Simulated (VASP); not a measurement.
**InGa2N3: single point with PBE**

The system is InGa2N3.

```
CELL_PARAMETERS angstrom
-1.58958 1.58958 6.83930
1.58958 -1.58958 6.83930
1.58958 1.58958 -6.83930
ATOMIC_POSITIONS crystal
In 0.00000 0.00000 0.00000
Ga 0.67318 0.67318 0.00000
Ga 0.32682 0.32682 0.00000
N 0.25000 0.75000 0.50000
N 0.90284 0.40284 0.50000
N 0.59716 0.09716 0.50000
```

```
Program             : VASP 6.6.1
Task                : single point
Functional          : PBE
Potentials or basis : VASP PAW PBE potentials, release 64 (In_d, Ga_d, N)
Cutoff              : 520 eV
k mesh              : 16 × 16 × 16
Occupations         : gaussian, width 0.02 eV
Spin                : no spin polarisation
```

```
Pressure               : 25.9 GPa
Largest force          : 0.035 eV/Å
Band gap on the k mesh : 1.11 eV
```

Forces in eV/Å, atoms in the order of the input:
```
In   0.000  0.000  0.000
Ga   0.000  0.000 -0.007
Ga   0.000  0.000  0.007
N    0.000  0.000  0.000
N    0.000  0.000 -0.035
N    0.000  0.000  0.035
```

Stress tensor (GPa, compression positive):
```
25.86  0.00  0.00
 0.00 25.86  0.00
 0.00  0.00 25.97
```

Levels at points of the mesh, in eV from the valence-band top:
| k point | band 23 | band 24 | band 25 | band 26 | band 27 | band 28 | band 29 | band 30 | band 31 | band 32 |
| --- | --- | --- | --- | --- | --- | --- | --- | --- | --- | --- |
| (0.00, 0.00, 0.00) | -2.05 | -2.05 | -0.30 | 0.00 | 0.00 | 1.11 | 3.92 | 4.27 | 6.85 | 7.28 |
| (0.50, 0.00, 0.00) | -2.61 | -1.49 | -1.47 | -1.13 | -0.57 | 4.16 | 5.02 | 6.08 | 6.95 | 8.13 |
| (0.50, 0.50, 0.00) | -3.76 | -3.72 | -3.53 | -2.95 | -2.87 | 3.11 | 4.76 | 5.41 | 6.77 | 7.71 |
| (0.50, 0.50, 0.50) | -2.25 | -1.15 | -1.15 | -0.57 | -0.57 | 2.91 | 3.14 | 3.97 | 6.79 | 8.51 |

Run time: 74 min on 1 thread of Oxide Virtual Turin-like Processor, with other jobs on the host, peak memory 0.93 GiB.

Caveat: the cell stands under pressure; spin-orbit coupling is left out, which moves the levels of the heavy elements. A k mesh can miss the band edges.
